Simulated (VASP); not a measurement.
# P (Cmce) in VASP: a series of runs

The runs below take P through single point, with BLYP.

All numbers are computed with VASP 6.6.1; they aren't measurements. Logs are shortened: lines on timing, memory, paths and dates and some standing lists are left out, and cuts for length are marked.

### Step 1. The cell of the first run

The structure is orthorhombic, space group Cmce (No. 64). Conventional cell: a = 3.367 Å, b = 17.378 Å, c = 4.861 Å, α = 90.00°, β = 90.00°, γ = 90.00°. Within 3.0 Å of P (site symmetry m) lie 3 P at 2.26 to 2.31 Å.

### Step 2. Single point, BLYP (35.55 Å³/atom)

Input file INCAR:

```
PREC = Accurate
ENCUT = 520
EDIFF = 1E-6
ISMEAR = -1
SIGMA = 0.05
LREAL = False
LASPH = True
NELM = 80
ALGO = Normal
ISIF = 2
LWAVE = False
LCHARG = False
GGA = B5
ALDAX = 1.0
AGGAX = 1.0
AGGAC = 1.0
ALDAC = 0.0
NBANDS = 18
```

Input file KPOINTS:

```
regular mesh
0
Gamma
  9 9 6
```

Input file POSCAR:

```
P
1.0
    1.6834060558     -8.6891244720      0.0000000000
    1.6834060558      8.6891244720      0.0000000000
    0.0000000000      0.0000000000      4.8606564660
P
4
Direct
    0.0607075126      0.9392924874      0.9043653908
    0.5607075126      0.4392924874      0.5956346092
    0.9392924874      0.0607075126      0.0956346092
    0.4392924874      0.5607075126      0.4043653908
```

Potentials or basis: VASP PAW PBE potentials, release 64 (P).

Launch:

```sh
$ cat potpaw_PBE.64/P/POTCAR > POTCAR
$ mpirun -np 1 vasp_std > vasp.out
```

OUTCAR:

```text
PREC = Accurate
   ENCUT = 520
   EDIFF = 1E-6
   ISMEAR = -1
   LREAL = False
   LASPH = True
   NELM = 80
   ISIF = 2
   GGA = B5

 ion  position               nearest neighbor table
   1  0.061  0.939  0.904-   2 2.26   2 2.26   3 2.31
   2  0.561  0.439  0.596-   1 2.26   1 2.26   4 2.31
   3  0.939  0.061  0.096-   4 2.26   4 2.26   1 2.31
   4  0.439  0.561  0.404-   3 2.26   3 2.26   2 2.31

  LATTYP: Found a base centered orthorhombic cell.
 ALAT       =     3.3668121116
 B/A-ratio  =     5.1616331319
 C/A-ratio  =     1.4436969765

  Lattice vectors:

 A1 = (   1.6834060558,  -8.6891244720,   0.0000000000)
 A2 = (   1.6834060558,   8.6891244720,   0.0000000000)
 A3 = (   0.0000000000,   0.0000000000,   4.8606564660)

Analysis of symmetry for initial positions (statically):
=====================================================================
 Subroutine PRICEL returns:
 Original cell was already a primitive cell.

 Routine SETGRP: Setting up the symmetry group for a
 base centered orthorhombic supercell.

 Subroutine GETGRP returns: Found  8 space group operations
 (whereof  4 operations were pure point group operations)
 out of a pool of  8 trial point group operations.

The static configuration has the point symmetry C_2h.
 The point group associated with its full space group is D_2h.

Analysis of symmetry for dynamics (positions and initial velocities):
=====================================================================
 Subroutine PRICEL returns:
 Original cell was already a primitive cell.

 Routine SETGRP: Setting up the symmetry group for a
 base centered orthorhombic supercell.

 Subroutine GETGRP returns: Found  8 space group operations
 (whereof  4 operations were pure point group operations)
 out of a pool of  8 trial point group operations.

The dynamic configuration has the point symmetry C_2h.
 The point group associated with its full space group is D_2h.

 Subroutine INISYM returns: Found  8 space group operations
 (whereof  4 operations are pure point group operations),
 and found     1 'primitive' translations

----------------------------------------------------------------------------------------

                                     Primitive cell

  volume of cell :     142.1968

  direct lattice vectors                    reciprocal lattice vectors
     1.683406056 -8.689124472  0.000000000     0.297016871 -0.057543197  0.000000000
     1.683406056  8.689124472  0.000000000     0.297016871  0.057543197  0.000000000
     0.000000000  0.000000000  4.860656466     0.000000000  0.000000000  0.205733527

  length of vectors
     8.850691501  8.850691501  4.860656466     0.302539653  0.302539653  0.205733527

  position of ions in fractional coordinates (direct lattice)
     0.060707513  0.939292487  0.904365391
     0.560707513  0.439292487  0.595634609
     0.939292487  0.060707513  0.095634609
     0.439292487  0.560707513  0.404365391

  ion indices of the primitive-cell ions
   primitive index   ion index
                 1           1
                 2           2
                 3           3
                 4           4

----------------------------------------------------------------------------------------

 KPOINTS: regular mesh

Automatic generation of k-mesh.
 Grid dimensions read from file:
 generate k-points for:    9    9    6

 Generating k-lattice:

  Cartesian coordinates                     Fractional coordinates (reciprocal lattice)
     0.033001875 -0.006393689  0.000000000     0.111111111  0.000000000  0.000000000
     0.033001875  0.006393689  0.000000000     0.000000000  0.111111111  0.000000000
     0.000000000  0.000000000  0.034288921     0.000000000  0.000000000  0.166666667

  Length of vectors
     0.033615517  0.033615517  0.034288921

  Shift w.r.t. Gamma in fractional coordinates (k-lattice)
     0.000000000  0.000000000  0.000000000

 Subroutine IBZKPT returns following result:
 ===========================================

 Found    100 irreducible k-points:

 Following reciprocal coordinates:
            Coordinates               Weight
  0.000000  0.000000  0.000000      1.000000
  0.111111  0.000000  0.000000      4.000000
  0.222222  0.000000  0.000000      4.000000
  0.333333  0.000000  0.000000      4.000000
  0.444444  0.000000  0.000000      4.000000
  0.111111  0.111111  0.000000      2.000000
[... 16 lines left out ...]
 -0.333333  0.333333  0.000000      2.000000
  0.444444  0.444444  0.000000      2.000000
 [... further k-points ...]
   k-points           NKPTS =    100   k-points in BZ     NKDIM =    100   number of bands    NBANDS=     18
   number of dos      NEDOS =    301   number of ions     NIONS =      4
   total plane-waves  NPLWV = 176400
   dimension x,y,z NGX =    70 NGY =   70 NGZ =   36
   dimension x,y,z NGXF=   140 NGYF=  140 NGZF=   72
   ions per type =               4
   NGX,Y,Z   is equivalent  to a cutoff of  13.15, 13.15, 12.31 a.u.
[... 33 lines left out ...]
  Fermi-wavevector in a.u.,A,eV,Ry     =   0.851376  1.608868  9.862069  0.724842
  Thomas-Fermi vector in A             =   1.967500
   LORBIT       =      0    0 simple, 1 ext, 2 COOP (PROOUT), +10 PAW based schemes
   GGA     = B5    functional components
   LHFCALC =     F    Hartree Fock is set to
   AEXX    =    0.0000 exact exchange contribution
   IVDW    =     0    specifies the selected vdW correction
   LEPSILON=     F    determine dielectric tensor
   LRPA    =     F    only Hartree local field effects (RPA)
 non-spin polarized calculation
  energy-cutoff  :      520.00
  volume of cell :      142.20
 maximum number of plane-waves:      3858
 NGX is ok and might be reduce to    70
   NGX = 33   NGY = 33   NGZ = 19

 number of electron      19.9999997 magnetization

 Free energy of the ion-electron system (eV)
  ---------------------------------------------------
  ext. energy  EPLUGINS =         0.00000000
  ---------------------------------------------------
  free energy    TOTEN  =       -18.84642760 eV

  energy without entropy =      -18.84642638  energy(sigma->0) =      -18.84642699

 E-fermi :   1.7038     XC(G=0):  -6.0320

 val. band max:        1.1539698699   @ k =  -0.4444   0.4444   0.0000
 cond. band min:       2.2059302940   @ k =  -0.4444   0.4444   0.0000
 fundamental gap:      1.0519604241
 Fermi energy:         1.7038209398

 k-point     1 :       0.0000    0.0000    0.0000
  band No.  band energies     occupation
      1     -13.2454      2.00000
      2     -11.0534      2.00000
      3      -8.0024      2.00000
      4      -4.1004      2.00000
      5      -3.7790      2.00000
      6      -2.8353      2.00000
[... 10 lines left out ...]
     17       6.8899      0.00000
     18       7.1853      0.00000

 k-point     2 :       0.1111    0.0000    0.0000
  band No.  band energies     occupation
      1     -13.1075      2.00000
      2     -10.9077      2.00000
      3      -8.0598      2.00000
      4      -4.0030      2.00000
      5      -3.9336      2.00000
      6      -2.7187      2.00000
[... 10 lines left out ...]
     17       6.7493      0.00000
     18       7.1594      0.00000

 k-point     3 :       0.2222    0.0000    0.0000
  band No.  band energies     occupation
      1     -12.6979      2.00000
      2     -10.4723      2.00000
      3      -8.3516      2.00000
      4      -4.7350      2.00000
      5      -3.7419      2.00000
      6      -3.7053      2.00000
[... 10 lines left out ...]
     17       6.6127      0.00000
     18       7.0655      0.00000

 k-point     4 :       0.3333    0.0000    0.0000
  band No.  band energies     occupation
      1     -12.0311      2.00000
      2      -9.7534      2.00000
      3      -9.0729      2.00000
      4      -6.1166      2.00000
      5      -4.0799      2.00000
      6      -3.4545      2.00000
[... 375 lines left out ...]
      4      -3.9969      2.00000
      5      -3.9344      2.00000
      6      -2.7278      2.00000
[... 10 lines left out ...]
     17       6.7334      0.00000
     18       8.1398      0.00000

 k-point    23 :      -0.3333    0.3333    0.0000
  band No.  band energies     occupation
      1     -13.2453      2.00000
      2     -11.0538      2.00000
      3      -8.0024      2.00000
      4      -4.0948      2.00000
      5      -3.7800      2.00000
      6      -2.8435      2.00000
[... 10 lines left out ...]
     17       7.1372      0.00000
     18       7.6881      0.00000

 k-point    24 :       0.4444    0.4444    0.0000
  band No.  band energies     occupation
      1     -13.1073      2.00000
      2     -10.9082      2.00000
      3      -8.0597      2.00000
      4      -3.9961      2.00000
      5      -3.9345      2.00000
      6      -2.7291      2.00000
[... 10 lines left out ...]
     17       6.7311      0.00000
     18       8.1528      0.00000

 [... further k-points ...]

------------------------ aborting loop because EDIFF is reached ----------------------------------------

  FORCE on cell =-STRESS in cart. coord.  units (eV):
  Direction    XX          YY          ZZ          XY          YZ          ZX
  --------------------------------------------------------------------------------------
  -------------------------------------------------------------------------------------
  Total       -0.2208547      0.0577260     -0.0858084      0.0000000      0.0000000      0.0000000
  in kB       -2.4884415      0.6504180     -0.9668306      0.0000000      0.0000000      0.0000000
  external PRESSURE =      -0.9349513 kB  Pullay stress =       0.0000000 kB

 VOLUME and BASIS-vectors are now :
 -----------------------------------------------------------------------------
  energy-cutoff  :      520.00
  volume of cell :      142.20
      direct lattice vectors                 reciprocal lattice vectors
     1.683406056 -8.689124472  0.000000000     0.297016871 -0.057543197  0.000000000
     1.683406056  8.689124472  0.000000000     0.297016871  0.057543197  0.000000000
     0.000000000  0.000000000  4.860656466     0.000000000  0.000000000  0.205733527

 POSITION                                       TOTAL-FORCE (eV/Angst)
 -----------------------------------------------------------------------------------
      1.68341      7.63413      4.39581         0.000000     -0.004821     -0.033837
      1.68341     -1.05499      2.89518         0.000000     -0.004821      0.033837
      1.68341     -7.63413      0.46485         0.000000      0.004821      0.033837
      1.68341      1.05499      1.96548         0.000000      0.004821     -0.033837
 -----------------------------------------------------------------------------------
    total drift:                               -0.000000      0.000000     -0.000000

  FREE ENERGIE OF THE ION-ELECTRON SYSTEM (eV)
  ---------------------------------------------------
  free  energy   TOTEN  =       -18.8464275964 eV

  energy  without entropy=      -18.8464263752  energy(sigma->0) =      -18.84642699
```

Run time: 3.2 min. Hardware: 1 thread of Intel Xeon 6975P-C (Granite Rapids), shared host; peak memory 0.49 GiB.

What came out:

| Quantity | Value |
| --- | --- |
| Free energy | -18.8464 eV |
| Pressure | -0.1 GPa |
| Largest force | 0.034 eV/Å |
| Band gap on the k mesh | 1.05 eV |

Forces on the atoms (eV/Å):
```
P    0.000 -0.005 -0.034
P    0.000 -0.005  0.034
P    0.000  0.005  0.034
P    0.000  0.005 -0.034
```

Levels at points of the mesh, in eV from the valence-band top:
```csv
k point,band 6,band 7,band 8,band 9,band 10,band 11,band 12,band 13,band 14,band 15
"(0.00, 0.00, 0.00)",-3.99,-3.18,-1.81,-1.40,-0.01,1.16,1.79,2.47,3.08,4.69
"(0.00, 0.00, 0.50)",-2.66,-2.52,-2.52,-1.42,-1.42,1.97,1.97,3.67,3.67,3.72
```

Caveat: the PAW data sets were made with another functional, which shifts forces and pressure a little. A k mesh can miss the band edges.

### Step 3. Single point, BLYP (36.97 Å³/atom)

This run uses another cell than the first one, of 36.97 Å³/atom.

Input file INCAR:

```
SYSTEM = P
AGGAC    = 1.0          
AGGAX    = 1.0          
ALDAC    = 0.0          
ALDAX    = 1.0          
ALGO     = Normal         ! electronic algorithm
EDIFF    = 1E-7           ! SCF threshold, eV
ENCUT    = 520            ! plane-wave cutoff, eV
GGA      = B5             ! functional
ISIF     = 2              ! what is computed and relaxed
ISMEAR   = -1             ! smearing method
LASPH    = .True.         ! aspherical terms in the spheres
LCHARG   = .False.        ! write CHGCAR
LREAL    = .False.        ! projectors in reciprocal space
LWAVE    = .False.        ! write WAVECAR
NBANDS   = 18             ! bands
NELM     = 100            ! most SCF steps
PREC     = Accurate       ! precision mode
SIGMA    = 0.05           ! smearing width, eV
```

Input file KPOINTS:

```
k-points
0
Gamma
  9 9 6
  0 0 0
```

Input file POSCAR:

```
P
1.0
    1.7055586759     -8.8034681697      0.0000000000
    1.7055586759      8.8034681697      0.0000000000
    0.0000000000      0.0000000000      4.9246198073
P
4
Direct
    0.0607075126      0.9392924874      0.9043653908
    0.5607075126      0.4392924874      0.5956346092
    0.9392924874      0.0607075126      0.0956346092
    0.4392924874      0.5607075126      0.4043653908
```

Potentials or basis: VASP PAW PBE potentials, release 64 (P).

Launch:

```sh
$ cat potpaw_PBE.64/P/POTCAR > POTCAR
$ mpirun -np 1 vasp_std > vasp.out
```

Wall time 8.2 min (1 thread of Intel Xeon Platinum 8488C (Sapphire Rapids), shared host); peak memory 0.51 GiB.

It converged, with:

* Free energy: -18.8199 eV
* Pressure: -1.4 GPa
* Largest force: 0.272 eV/Å
* Band gap on the k mesh: 1.08 eV

Forces on the atoms (eV/Å):
```
P    0.000  0.191 -0.194
P    0.000  0.191  0.194
P    0.000 -0.191  0.194
P    0.000 -0.191 -0.194
```

Stress tensor (GPa, compression positive):
```
-1.87  0.00  0.00
 0.00 -0.87  0.00
 0.00  0.00 -1.39
```

Levels at points of the mesh, in eV from the valence-band top:
| k point | band 6 | band 7 | band 8 | band 9 | band 10 | band 11 | band 12 | band 13 | band 14 | band 15 |
| --- | --- | --- | --- | --- | --- | --- | --- | --- | --- | --- |
| (0.00, 0.00, 0.00) | -3.78 | -3.06 | -1.75 | -1.31 | -0.01 | 1.17 | 1.80 | 2.37 | 3.01 | 4.72 |
| (0.00, 0.00, 0.50) | -2.57 | -2.42 | -2.42 | -1.36 | -1.36 | 1.88 | 1.88 | 3.59 | 3.59 | 3.63 |

Caveat: the PAW data sets were made with another functional, which shifts forces and pressure a little. A k mesh can miss the band edges.

### Step 4. Single point, BLYP (38.39 Å³/atom)

This run uses another cell than the first one, of 38.39 Å³/atom.

Input file INCAR:

```
SYSTEM = P
PREC = Accurate ; ENCUT = 520
EDIFF = 1E-6 ; ISMEAR = -1
SIGMA = 0.05 ; LREAL = .False.
LASPH = .True. ; NELM = 100
ALGO = Normal ; ISIF = 2
LWAVE = .False. ; LCHARG = .False.
GGA = B5 ; ALDAX = 1.0
AGGAX = 1.0 ; AGGAC = 1.0
ALDAC = 0.0 ; NBANDS = 18
```

Input file KPOINTS:

```
Automatic mesh
0
Gamma
  9 9 6
  0 0 0
```

Input file POSCAR:

```
P
1.0
    1.7271503183     -8.9149163068      0.0000000000
    1.7271503183      8.9149163068      0.0000000000
    0.0000000000      0.0000000000      4.9869633852
P
4
Direct
    0.0607075126      0.9392924874      0.9043653908
    0.5607075126      0.4392924874      0.5956346092
    0.9392924874      0.0607075126      0.0956346092
    0.4392924874      0.5607075126      0.4043653908
```

Launch:

```sh
$ cat potpaw_PBE.64/P/POTCAR > POTCAR
$ mpirun -np 1 vasp_std > vasp.out
```

Wall time 7 min (1 thread of Intel Xeon Platinum 8488C (Sapphire Rapids), shared host); peak memory 0.52 GiB.

Results (log left out):

* Free energy: -18.7526 eV
* Pressure: -2.4 GPa
* Largest force: 0.491 eV/Å
* Band gap on the k mesh: 1.10 eV

Forces in eV/Å, atoms in the order of the input:
```
P    0.000  0.360 -0.334
P    0.000  0.360  0.334
P    0.000 -0.360  0.334
P    0.000 -0.360 -0.334
```

Stress tensor (GPa, compression positive):
```
-3.15  0.00  0.00
 0.00 -1.59  0.00
 0.00  0.00 -2.44
```

Levels at points of the mesh, in eV from the valence-band top:
```csv
k point,band 8,band 9,band 10,band 11,band 12,band 13
"(0.00, 0.00, 0.00)",-1.68,-1.22,-0.01,1.18,1.82,2.27
"(0.00, 0.00, 0.50)",-2.33,-1.30,-1.30,1.79,1.79,3.52
```

Caveat: the PAW data sets were made with another functional, which shifts forces and pressure a little.

### Step 5. Single point, BLYP (39.82 Å³/atom)

This run uses another cell than the first one, of 39.82 Å³/atom.

Input file INCAR:

```
PREC = Accurate
ENCUT = 520
EDIFF = 1E-6
ISMEAR = -1
SIGMA = 0.05
LREAL = False
LASPH = True
NELM = 100
ALGO = Normal
ISIF = 2
LWAVE = False
LCHARG = False
GGA = B5
ALDAX = 1.0
AGGAX = 1.0
AGGAC = 1.0
ALDAC = 0.0
NBANDS = 18
```

Input file KPOINTS:

```
Automatic mesh
0
Gamma
  9 9 6
```

Input file POSCAR:

```
P
1.0
    1.7482152032     -9.0236455142      0.0000000000
    1.7482152032      9.0236455142      0.0000000000
    0.0000000000      0.0000000000      5.0477860062
P
4
Direct
    0.0607075126      0.9392924874      0.9043653908
    0.5607075126      0.4392924874      0.5956346092
    0.9392924874      0.0607075126      0.0956346092
    0.4392924874      0.5607075126      0.4043653908
```

Launch:

```sh
$ cat potpaw_PBE.64/P/POTCAR > POTCAR
$ mpirun -np 1 vasp_std > vasp.out
```

Run time: 7.5 min. Hardware: 1 thread of Intel Xeon Platinum 8488C (Sapphire Rapids), shared host; peak memory 0.53 GiB.

The run converged. Its results:

```
Free energy            : -18.6525 eV
Pressure               : -3.2 GPa
Largest force          : 0.683 eV/Å
Band gap on the k mesh : 1.12 eV
```

Forces in eV/Å, atoms in the order of the input:
```
P    0.000  0.506 -0.458
P    0.000  0.506  0.458
P    0.000 -0.506  0.458
P    0.000 -0.506 -0.458
```

Stress tensor (GPa, compression positive):
```
-4.17  0.00  0.00
 0.00 -2.20  0.00
 0.00  0.00 -3.29
```

Levels at points of the mesh, in eV from the valence-band top:
```csv
k point,band 7,band 8,band 9,band 10,band 11,band 12,band 13,band 14
"(0.00, 0.00, 0.00)",-2.82,-1.61,-1.13,-0.01,1.19,1.84,2.19,2.88
"(0.00, 0.00, 0.50)",-2.23,-2.23,-1.23,-1.23,1.72,1.72,3.45,3.45
```

Caveat: the cell stands under tension; the PAW data sets were made with another functional, which shifts forces and pressure a little.

### Step 6. The runs side by side

| cell | gap on the mesh (eV) | pressure (GPa) | largest force (eV/Å) |
| --- | --- | --- | --- |
| a = 8.851, b = 8.851, c = 4.861 Å, angles 90.0, 90.0, 158.1°, 4 atoms | 1.05 | -0.1 | 0.03 |
| a = 8.967, b = 8.967, c = 4.925 Å, angles 90.0, 90.0, 158.1°, 4 atoms | 1.08 | -1.4 | 0.27 |
| a = 9.081, b = 9.081, c = 4.987 Å, angles 90.0, 90.0, 158.1°, 4 atoms | 1.10 | -2.4 | 0.49 |
| a = 9.191, b = 9.191, c = 5.048 Å, angles 90.0, 90.0, 158.1°, 4 atoms | 1.12 | -3.2 | 0.68 |

Alike in all rows: task single point; level BLYP; potentials or basis VASP PAW PBE potentials, release 64 (P); no spin polarisation; k mesh 9 × 9 × 6; cutoff (eV) 520; smearing fermi-dirac 0.05 eV.

Caveats: the PAW data sets were made with another functional, which shifts forces and pressure a little; the cell stands under tension (at least some runs).

Absolute energies hang on the potentials; compare differences alone.
